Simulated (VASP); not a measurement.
# P (Imma) in VASP: a series of runs

Runs on P. Level: PBEsol+D3(BJ). Tasks: single point.

Program: VASP 6.6.1. These are calculated values, not measurements. Logs are shortened: lines on timing, memory, paths and dates and some standing lists are left out, and cuts for length are marked.

## Step 1: The cell of the first run

Symmetry: Imma, No. 74, orthorhombic system. Conventional cell: a = 3.571 Å, b = 5.310 Å, c = 3.336 Å, α = 90.00°, β = 90.00°, γ = 90.00°. P (site symmetry mm2) has 6 P at 2.22 to 2.70 Å within 2.9 Å.

## Step 2: Single point, PBEsol+D3(BJ)

The input, INCAR:

```
PREC = Accurate
ENCUT = 520
EDIFF = 1E-6
ISMEAR = 0
SIGMA = 0.15
LREAL = F
LASPH = T
NELM = 80
ALGO = Normal
ISIF = 2
LWAVE = F
LCHARG = F
GGA = PS
IVDW = 12
NBANDS = 12
```

The input, KPOINTS:

```
regular mesh
0
Gamma
  20 20 20
```

The input, POSCAR:

```
P
1.0
   -1.7856716574      2.6551772123      1.6680623855
    1.7856716574     -2.6551772123      1.6680623855
    1.7856716574      2.6551772123     -1.6680623855
P
2
Direct
    0.8033091100      0.0533091100      0.7500000000
    0.1966908900      0.9466908900      0.2500000000
```

Potentials or basis: VASP PAW PBE potentials, release 64 (P).

Launch:

```sh
$ cat potpaw_PBE.64/P/POTCAR > POTCAR
$ mpirun -np 1 vasp_std > vasp.out
```

OUTCAR:

```text
PREC = Accurate
   ENCUT = 520
   EDIFF = 1E-6
   ISMEAR = 0
   LREAL = F
   LASPH = T
   NELM = 80
   ISIF = 2
   GGA = PS
   IVDW = 12
 IVDW          = 12

 ion  position               nearest neighbor table
   1  0.803  0.053  0.750-   2 2.22   2 2.22   2 2.68   2 2.68   2 2.70   2 2.70
   2  0.197  0.947  0.250-   1 2.22   1 2.22   1 2.68   1 2.68   1 2.70   1 2.70

  LATTYP: Found a body centered orthorhombic cell.
 ALAT       =     3.3361247710
 B/A-ratio  =     1.0705065188
 C/A-ratio  =     1.5917733266

  Lattice vectors:

 A1 = (   1.7856716574,   2.6551772123,  -1.6680623855)
 A2 = (  -1.7856716574,   2.6551772123,   1.6680623855)
 A3 = (   1.7856716574,  -2.6551772123,   1.6680623855)

Analysis of symmetry for initial positions (statically):
=====================================================================
 Subroutine PRICEL returns:
 Original cell was already a primitive cell.

 Routine SETGRP: Setting up the symmetry group for a
 body centered orthorhombic supercell.

 Subroutine GETGRP returns: Found  8 space group operations
 (whereof  4 operations were pure point group operations)
 out of a pool of  8 trial point group operations.

The static configuration has the point symmetry C_2h.
 The point group associated with its full space group is D_2h.

Analysis of symmetry for dynamics (positions and initial velocities):
=====================================================================
 Subroutine PRICEL returns:
 Original cell was already a primitive cell.

 Routine SETGRP: Setting up the symmetry group for a
 body centered orthorhombic supercell.

 Subroutine GETGRP returns: Found  8 space group operations
 (whereof  4 operations were pure point group operations)
 out of a pool of  8 trial point group operations.

The dynamic configuration has the point symmetry C_2h.
 The point group associated with its full space group is D_2h.

 Subroutine INISYM returns: Found  8 space group operations
 (whereof  4 operations are pure point group operations),
 and found     1 'primitive' translations

----------------------------------------------------------------------------------------

                                     Primitive cell

  volume of cell :      31.6350

  direct lattice vectors                    reciprocal lattice vectors
    -1.785671657  2.655177212  1.668062386     0.000000000  0.188311348  0.299748981
     1.785671657 -2.655177212  1.668062386     0.280006684  0.000000000  0.299748981
     1.785671657  2.655177212 -1.668062386     0.280006684  0.188311348  0.000000000

  length of vectors
     3.608465244  3.608465244  3.608465244     0.353992394  0.410186780  0.337438746

  position of ions in fractional coordinates (direct lattice)
     0.803309110  0.053309110  0.750000000
     0.196690890  0.946690890  0.250000000

  ion indices of the primitive-cell ions
   primitive index   ion index
                 1           1
                 2           2

----------------------------------------------------------------------------------------

 KPOINTS: regular mesh

Automatic generation of k-mesh.
 Grid dimensions read from file:
 generate k-points for:   20   20   20

 Generating k-lattice:

  Cartesian coordinates                     Fractional coordinates (reciprocal lattice)
     0.000000000  0.009415567  0.014987449     0.050000000 -0.000000000  0.000000000
     0.014000334  0.000000000  0.014987449    -0.000000000  0.050000000  0.000000000
     0.014000334  0.009415567  0.000000000     0.000000000  0.000000000  0.050000000

  Length of vectors
     0.017699620  0.020509339  0.016871937

  Shift w.r.t. Gamma in fractional coordinates (k-lattice)
     0.000000000  0.000000000  0.000000000

 Subroutine IBZKPT returns following result:
 ===========================================

 Found   1166 irreducible k-points:

 Following reciprocal coordinates:
            Coordinates               Weight
  0.000000  0.000000  0.000000      1.000000
  0.050000  0.000000 -0.000000      4.000000
  0.100000  0.000000  0.000000      4.000000
  0.150000 -0.000000  0.000000      4.000000
  0.200000  0.000000  0.000000      4.000000
  0.250000 -0.000000  0.000000      4.000000
[... 16 lines left out ...]
 -0.450000  0.050000  0.000000      8.000000
 -0.400000  0.050000 -0.000000      8.000000
 [... further k-points ...]
   k-points           NKPTS =   1166   k-points in BZ     NKDIM =   1166   number of bands    NBANDS=     12
   number of dos      NEDOS =    301   number of ions     NIONS =      2
   total plane-waves  NPLWV =  21952
   dimension x,y,z NGX =    28 NGY =   28 NGZ =   28
   dimension x,y,z NGXF=    56 NGYF=   56 NGZF=   56
   ions per type =               2
   NGX,Y,Z   is equivalent  to a cutoff of  12.90, 12.90, 12.90 a.u.
   NGXF,Y,Z  is equivalent  to a cutoff of  25.80, 25.80, 25.80 a.u.
 SYSTEM =  unknown system
   PREC   = accura    normal or accurate (medium, high low for compatibility)
   ISTART =      0    job   : 0-new  1-cont  2-samecut
   ICHARG =      2    charge: 1-file 2-atom 10-const
   ISPIN  =      1    spin polarized calculation?
   LNONCOLLINEAR =      F non collinear calculations
   LSORBIT =      F    spin-orbit coupling
   LASPH  =      T    aspherical Exc in radial PAW
   ENCUT  =  520.0 eV  38.22 Ry    6.18 a.u.   6.71  6.71  6.71*2*pi/ulx,y,z
   NELM   =     80;   NELMIN=  2; NELMDL= -5     # of ELM steps
   EDIFF  = 0.1E-05   stopping-criterion for ELM
   LREAL  =      F    real-space projection
   EDIFFG = 0.1E-04   stopping-criterion for IOM
   NSW    =      0    number of steps for IOM
   IBRION =     -1    ionic relax: 0-MD 1-quasi-New 2-CG
   NFREE  =      0    steps in history (QN), initial steepest desc. (CG)
   ISIF   =      2    stress and relaxation
   ISYM   =      2    0-nonsym 1-usesym 2-fastsym
   POTIM  = 0.5000    time-step for ionic-motion
   TEBEG  =    0.0;   TEEND  =   0.0 temperature during run
   PSTRESS=    0.0 pullay stress
   NELECT =      10.0000    total number of electrons
   NUPDOWN=      -1.0000    fix difference up-down
   EMIN   =  10.00;   EMAX   =-10.00  energy-range for DOS
   EFERMI =   0.00;   METHOD = LEGACY
   ISMEAR =     0;   SIGMA  =   0.15  broadening in eV -4-tet -1-fermi 0-gaus
   EFERMI_NEDOS =   21; number of points for ismear=-14 and -15
   IALGO  =     38    algorithm
   IMIX   =      4    mixing-type and parameters
     AMIX     =   0.40;   BMIX     =  1.00
     AMIX_MAG =   1.60;   BMIX_MAG =  1.00
  volume/ion in A,a.u.               =      15.82       106.74
  Fermi-wavevector in a.u.,A,eV,Ry     =   1.115199  2.107421 16.921141  1.243669
  Thomas-Fermi vector in A             =   2.251801
   LORBIT       =      0    0 simple, 1 ext, 2 COOP (PROOUT), +10 PAW based schemes
   GGA     = PS    functional components
   LHFCALC =     F    Hartree Fock is set to
   AEXX    =    0.0000 exact exchange contribution
   IVDW    =    12    specifies the selected vdW correction
   LEPSILON=     F    determine dielectric tensor
   LRPA    =     F    only Hartree local field effects (RPA)
 non-spin polarized calculation
 Gauss-broadening in eV      SIGMA  =   0.15
  energy-cutoff  :      520.00
  volume of cell :       31.63
 maximum number of plane-waves:       865
   NGX = 13   NGY = 13   NGZ = 13

 number of electron      10.0000000 magnetization

 number of electron       9.9999999 magnetization

 Free energy of the ion-electron system (eV)
  ---------------------------------------------------
  ext. energy  EPLUGINS =         0.00000000
  ---------------------------------------------------
  free energy    TOTEN  =       -11.27954931 eV

  energy without entropy =      -11.27470774  energy(sigma->0) =      -11.27712853

 E-fermi :   8.4721     XC(G=0): -10.9819

 val. band max:        8.4644812885   @ k =   0.1500   0.1000   0.0000
 cond. band min:       8.4742823731   @ k =  -0.3500  -0.0500   0.0500
 fundamental gap:      0.0098010846
 Fermi energy:         8.4720978759

 k-point     1 :       0.0000    0.0000    0.0000
  band No.  band energies     occupation
      1      -7.4912      2.00000
      2       4.5963      2.00000
      3       6.0157      2.00000
      4       6.7381      2.00000
      5       7.6714      2.00000
      6      10.0647      0.00000
      7      10.8381      0.00000
      8      12.9840      0.00000
      9      14.5534      0.00000
     10      14.7849      0.00000
     11      15.5047      0.00000
     12      16.0069      0.00000

 k-point     2 :       0.0500    0.0000   -0.0000
  band No.  band energies     occupation
      1      -7.4512      2.00000
      2       4.5993      2.00000
      3       5.5230      2.00000
      4       6.9647      2.00000
      5       7.7253      2.00000
      6      10.0209      0.00000
      7      10.9023      0.00000
      8      13.0502      0.00000
      9      14.1053      0.00000
     10      14.6489      0.00000
     11      15.5898      0.00000
     12      16.0714      0.00000

 k-point     3 :       0.1000    0.0000    0.0000
  band No.  band energies     occupation
      1      -7.3318      2.00000
      2       4.6095      2.00000
      3       4.6563      2.00000
      4       7.0767      2.00000
      5       7.8706      2.00000
      6       9.8851      0.00000
      7      11.0666      0.00000
      8      13.0947      0.00000
      9      13.4442      0.00000
     10      14.4666      0.00000
     11      15.5208      0.00000
     12      16.5566      0.00000
[... 286 lines left out ...]
 k-point    23 :      -0.4500    0.0500    0.0000
  band No.  band energies     occupation
      1      -5.0009      2.00000
      2      -1.2068      2.00000
      3       4.5625      2.00000
      4       6.7342      2.00000
      5       7.1968      2.00000
      6       8.6992      0.03227
      7       9.0670      0.00000
      8      10.8465      0.00000
      9      16.6413      0.00000
     10      18.5207      0.00000
     11      19.2658      0.00000
     12      21.1306      0.00000

 k-point    24 :      -0.4000    0.0500   -0.0000
  band No.  band energies     occupation
      1      -5.4771      2.00000
      2      -0.4346      2.00000
      3       4.4731      2.00000
      4       6.9378      2.00000
      5       7.1666      2.00000
      6       8.8137      0.00128
      7       9.3540      0.00000
      8      11.1354      0.00000
      9      15.8356      0.00000
     10      17.6556      0.00000
     11      18.3720      0.00000
     12      21.7705      0.00000

 [... further k-points ...]

------------------------ aborting loop because EDIFF is reached ----------------------------------------

 Edisp (eV)   -0.71468

 E8    (eV) :    -0.4238

  FORCE on cell =-STRESS in cart. coord.  units (eV):
  Direction    XX          YY          ZZ          XY          YZ          ZX
  --------------------------------------------------------------------------------------
  -------------------------------------------------------------------------------------
  Total      -1.34454    -3.83939     2.11562     0.00000    -0.00000     0.00000
  in kB     -68.09529  -194.44898   107.14746     0.00000    -0.00000     0.00000
  external pressure =      -51.80 kB  Pullay stress =        0.00 kB

 VOLUME and BASIS-vectors are now :
 -----------------------------------------------------------------------------
  energy-cutoff  :      520.00
  volume of cell :       31.63
      direct lattice vectors                 reciprocal lattice vectors
    -1.785671657  2.655177212  1.668062386     0.000000000  0.188311348  0.299748981
     1.785671657 -2.655177212  1.668062386     0.280006684  0.000000000  0.299748981
     1.785671657  2.655177212 -1.668062386     0.280006684  0.188311348  0.000000000

 POSITION                                       TOTAL-FORCE (eV/Angst)
 -----------------------------------------------------------------------------------
      0.00000      3.98277      0.17785        -0.000000      0.000000     -0.972102
      1.78567     -1.32759      1.49022         0.000000     -0.000000      0.972102
 -----------------------------------------------------------------------------------
    total drift:                                0.000000     -0.000000     -0.000000

  FREE ENERGIE OF THE ION-ELECTRON SYSTEM (eV)
  ---------------------------------------------------
  free  energy   TOTEN  =       -11.9942270429 eV

  energy  without entropy=      -11.9893854750  energy(sigma->0) =      -11.99180626
```

Run time: 2.5 min. Hardware: 1 thread of Intel Xeon 6975P-C (Granite Rapids), shared host; peak memory 0.44 GiB.

What came out:

- Free energy: -11.9942 eV
- Pressure: -5.2 GPa
- Largest force: 0.972 eV/Å
- Band gap on the k mesh: zero (bands 5 and 6 overlap by 1.14 eV)
- Dispersion energy per atom: -0.357 eV

Forces on the atoms (eV/Å):
```
P    0.000  0.000 -0.972
P    0.000  0.000  0.972
```

Caveat: the stress differs along the axes, from -19 to 11 GPa; the PAW data sets were made with another functional, which shifts forces and pressure a little.

## Step 3: Single point, PBEsol+D3(BJ)

The input, INCAR:

```
PREC = Accurate ; ENCUT = 520
EDIFF = 1E-6 ; ISMEAR = 0
SIGMA = 0.15 ; LREAL = False
LASPH = True ; NELM = 100
ALGO = Normal ; ISIF = 2
LWAVE = False ; LCHARG = False
GGA = PS ; IVDW = 12
NBANDS = 12
```

KPOINTS is that of step 2.

The input, POSCAR:

```
P
1.0
   -1.5917718938      2.3668609187      2.0992000890
    1.5917718938     -2.3668609187      2.0992000890
    1.5917718938      2.3668609187     -2.0992000890
P
2
Direct
    0.8033091100      0.0533091100      0.7500000000
    0.1966908900      0.9466908900      0.2500000000
```

Potentials or basis: VASP PAW PBE potentials, release 64 (P).

Launch:

```sh
$ cat potpaw_PBE.64/P/POTCAR > POTCAR
$ mpirun -np 1 vasp_std > vasp.out
```

Run time: 2.3 min. Hardware: 1 thread of Intel Xeon 6975P-C (Granite Rapids), shared host; peak memory 0.43 GiB.

The run converged. Its results:

* Free energy: -12.0394 eV
* Pressure: -3.1 GPa
* Largest force: 0.538 eV/Å
* Band gap on the k mesh: zero (bands 5 and 6 overlap by 2.18 eV)
* Dispersion energy per atom: -0.358 eV

Forces on the atoms (eV/Å):
```
P    0.000  0.000  0.538
P    0.000  0.000 -0.538
```

Stress tensor (GPa, compression positive):
```
  0.38   0.00   0.00
  0.00   4.40   0.00
  0.00   0.00 -14.16
```

Levels at points of the mesh, in eV from the Fermi level:
```tsv
k point	band 3	band 4	band 5	band 6	band 7	band 8
(0.00, 0.00, 0.00)	-3.44	-3.29	-0.66	1.11	3.23	3.72
(0.50, 0.00, 0.00)	-1.88	-1.73	-0.67	1.44	1.88	2.24
(0.00, 0.50, 0.00)	-5.56	-5.37	-4.48	0.75	4.02	6.44
(0.50, 0.50, 0.00)	-4.10	-4.10	-0.93	-0.93	1.31	1.31
(0.50, 0.50, 0.50)	-8.31	-5.90	-3.45	1.29	6.50	9.05
```

Caveat: the stress differs along the axes, from -14 to 4 GPa; the PAW data sets were made with another functional, which shifts forces and pressure a little.
